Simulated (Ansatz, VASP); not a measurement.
One calculation of HfN, two programs

The input INCAR:

```
PREC     = Accurate       # precision mode
ENCUT    = 520            # plane-wave cutoff, eV
EDIFF    = 1E-6           # SCF threshold, eV
ISMEAR   = 0              # smearing method
SIGMA    = 0.05           # smearing width, eV
LREAL    = F              # projectors in reciprocal space
LASPH    = T              # aspherical terms in the spheres
NELM     = 80             # most SCF steps
ALGO     = Normal         # electronic algorithm
ISIF     = 2              # what is computed and relaxed
LWAVE    = F              # write WAVECAR
LCHARG   = F              # write CHGCAR
GGA      = PS             # functional
NBANDS   = 14             # bands
```

File KPOINTS:

```
regular mesh
0
Gamma
  12 12 12
```

POSCAR

```
HfN
1.0
    2.8271554734      0.0000000000      0.0000000000
    0.0000000000      2.8271554734      0.0000000000
    0.0000000000      0.0000000000      2.8271554734
Hf N
1 1
Direct
    0.0000000000      0.0000000000      0.0000000000
    0.5000000000      0.5000000000      0.5000000000
```

Input for Ansatz:

```yaml
crystal:
  lattice:
    - [2.8271554734, 0.0, 0.0]
    - [0.0, 2.8271554734, 0.0]
    - [0.0, 0.0, 2.8271554734]
  atoms:
    - { symbol: Hf, position: [0.0, 0.0, 0.0] }
    - { symbol: "N", position: [0.5, 0.5, 0.5] }
basis:
  ecutwfc: 420
  ecutrho_ratio: 4
kpoints:
  mp_grid: { grid: [12, 12, 12] }
hamiltonian:
  xc: pbesol
scf:
  occupations: { method: gaussian, width: 0.05 }
output:
  forces: true
  stress: true
  eigenvalues: true
```

Alike in both runs: task single point; functional PBEsol; k mesh 12 × 12 × 12; occupations gaussian, width 0.05 eV; no spin polarisation.

|  | VASP | Ansatz |
| --- | --- | --- |
| version | VASP 6.6.1 | Ansatz 0.2.0 |
| potentials or method | VASP PAW PBE potentials, release 64 (Hf_pv, N), cutoff 520 eV | scalar-relativistic, plane waves, PAW |
| valence electrons in the cell | 15 | 31 |

|  | VASP | Ansatz | Ansatz less VASP |
| --- | --- | --- | --- |
| gap on the k mesh at the Fermi level (eV) | none | none | - |
| pressure (GPa) | -11.6 | -9.2 | +2.39 |

VASP's potentials were made for PBE, not for PBEsol. A gap of «none» marks a metal or a gap that the smearing closes. The functional is the same, so the differences come from potentials, cutoffs and numerics. VASP's potentials hold 15 valence electrons a cell and Ansatz's 31, so a difference there can come from the potentials and not from the codes.

Neither program's run includes spin-orbit coupling.
